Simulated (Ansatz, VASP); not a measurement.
Two plane-wave programs on Si4F

INCAR

```
SYSTEM = Si4F
PREC = Accurate ; ENCUT = 520
EDIFF = 1E-6 ; ISMEAR = 0
SIGMA = 0.1 ; LREAL = .False.
LASPH = .True. ; NELM = 150
ALGO = Normal ; ISIF = 2
LWAVE = .False. ; LCHARG = .False.
ISPIN = 2 ; MAGMOM = 0 0 0 0 1
LORBIT = 11 ; GGA = PE
NBANDS = 24
```

Contents of KPOINTS:

```
regular mesh
0
Gamma
  4 4 4
  0 0 0
```

Contents of POSCAR:

```
Si4F
1.0
   -2.7457217210      2.7457217210      2.7457217210
    2.7457217210     -2.7457217210      2.7457217210
    2.7457217210      2.7457217210     -2.7457217210
Si F
4 1
Direct
    0.5000000000      0.5000000000      0.5000000000
    0.5000000000      0.0000000000      0.0000000000
    0.0000000000      0.0000000000      0.5000000000
    0.0000000000      0.5000000000      0.0000000000
    0.0000000000      0.0000000000      0.0000000000
```

Input for Ansatz:

```yaml
crystal:
  lattice:
    - [-2.745721721, 2.745721721, 2.745721721]
    - [2.745721721, -2.745721721, 2.745721721]
    - [2.745721721, 2.745721721, -2.745721721]
  atoms:
    - { symbol: Si, position: [0.5, 0.5, 0.5] }
    - { symbol: Si, position: [0.5, 0.0, 0.0] }
    - { symbol: Si, position: [0.0, 0.0, 0.5] }
    - { symbol: Si, position: [0.0, 0.5, 0.0] }
    - { symbol: F, position: [0.0, 0.0, 0.0], spin: 1.0 }
basis:
  ecutwfc: 420
kpoints:
  mp_grid: { grid: [4, 4, 4] }
hamiltonian:
  xc: pbe
scf:
  occupations: { method: gaussian, width: 0.1 }
  lower_state_search: "off"
output:
  forces: true
  stress: true
  eigenvalues: true
  populations: true
magnetization:
  spin_polarized: true
```

Change from the starting cell: species swapped into the Hg4Pt type (Im-3m, No. 229).

Alike in both runs: task single point; functional PBE; k mesh 4 × 4 × 4; occupations gaussian, width 0.1 eV; collinear spin.

```csv
,VASP,Ansatz
version,VASP 6.6.1,Ansatz 0.2.0
potentials or method,"VASP PAW PBE potentials, release 64 (Si, F), cutoff 520 eV","scalar-relativistic, plane waves, PAW"
valence electrons in the cell,23,23
```

|  | VASP | Ansatz | Ansatz less VASP |
| --- | --- | --- | --- |
| gap on the k mesh at the Fermi level (eV) | none | none | - |
| pressure (GPa) | 0.2 | 0.3 | +0.08 |
| net moment per atom (μB) | 0.00 | 0.00 | 0.000 |

A gap of «none» marks a metal or a gap that the smearing closes. With one functional, cell and mesh, what is left measures potentials, basis and numerics. Ansatz's warnings: seeded moment not kept.

The k mesh is coarse, so the values compare programs but aren't converged.
